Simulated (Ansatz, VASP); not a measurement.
**Sn3Se: VASP beside Ansatz**

```xyz
4
Lattice="4.8349 0.0000 0.0000 0.0000 4.8349 0.0000 0.0000 0.0000 4.8349" Properties=species:S:1:pos:R:3 pbc="T T T"
Sn    2.4174    2.4174    0.0000
Sn    2.4174    0.0000    2.4174
Sn    0.0000    2.4174    2.4174
Se    0.0000    0.0000    0.0000
```

Alike in both runs: task single point; functional r2SCAN; k mesh 6 × 6 × 6; occupations fermi-dirac, width 0.05 eV; no spin polarisation.

|  | VASP | Ansatz |
| --- | --- | --- |
| version | VASP 6.6.1 | Ansatz 0.2.0 |
| potentials or method | VASP PAW PBE potentials, release 64 (Sn_d, Se) | Ansatz PAW |
| plane-wave cutoff (eV) | 520 | 500 |
| valence electrons in the cell | 48 | 58 |

```tsv
	VASP	Ansatz	Ansatz less VASP
gap on the k mesh at the Fermi level (eV)	none	none	-
pressure (GPa)	-3.0	-3.0	+0.02
```

VASP's potentials were made for PBE, not for r2SCAN. A gap of «none» marks a metal or a gap that the smearing closes. The functional is the same, so the differences come from potentials, cutoffs and numerics. VASP's potentials hold 48 valence electrons a cell and Ansatz's 58, so a difference there can come from the potentials and not from the codes.
